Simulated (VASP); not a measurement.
The system is Cd3HgTe4.

```
CELL_PARAMETERS angstrom
4.37776 0.00000 0.00000
0.00000 4.37776 0.00000
0.00000 0.00000 12.38217
ATOMIC_POSITIONS crystal
Cd 0.00000 0.00000 0.75000
Cd 0.00000 0.00000 0.25000
Cd 0.50000 0.50000 0.50000
Hg 0.50000 0.50000 0.00000
Te 0.50000 0.00000 0.87500
Te 0.00000 0.50000 0.12500
Te 0.50000 0.00000 0.37500
Te 0.00000 0.50000 0.62500
```

| Item | Value |
| --- | --- |
| Program | VASP 6.6.1 |
| Task | relaxation of cell and atoms |
| Functional | PBE |
| Potentials or basis | VASP PAW PBE potentials, release 64 (Cd, Hg, Te) |
| Cutoff | 600 eV |
| k mesh | 4 × 4 × 2 |
| Occupations | gaussian, width 0.1 eV |
| Spin | no spin polarisation |

At the start: pressure 12.0 GPa; volume 29.66 Å³/atom.

**Question.** How do energy, volume and symmetry change on relaxing?

**Answer.** Over 3 steps the energy falls by 210.0 meV/atom and the volume is 36.45 Å³/atom (+22.9 %); space group P-4m2 (No. 115, to 0.05 Å).

Step by step:
```
step  energy change (eV)  largest force (eV/Å)  pressure (GPa)  volume (Å³)
   1              0.0000                0.1945           12.01       237.30
   2             -1.4152                0.0181           -2.60       322.12
   3             -1.6802                0.0302            0.09       291.61
```

Final structure:
```
Cd Hg Te
1.0
     4.69249    0.00000    0.00000
     0.00000    4.69249    0.00000
     0.00000    0.00000   13.24343
Cd Hg Te
3 1 4
Direct
  0.00000 0.00000 0.75004
  0.00000 0.00000 0.24996
  0.50000 0.50000 0.50000
  0.50000 0.50000 0.00000
  0.50000 0.00000 0.87447
  0.00000 0.50000 0.12553
  0.50000 0.00000 0.37499
  0.00000 0.50000 0.62501
```

Caveat: the volume moved by over 15 % at a fixed basis, so the end points are rough.
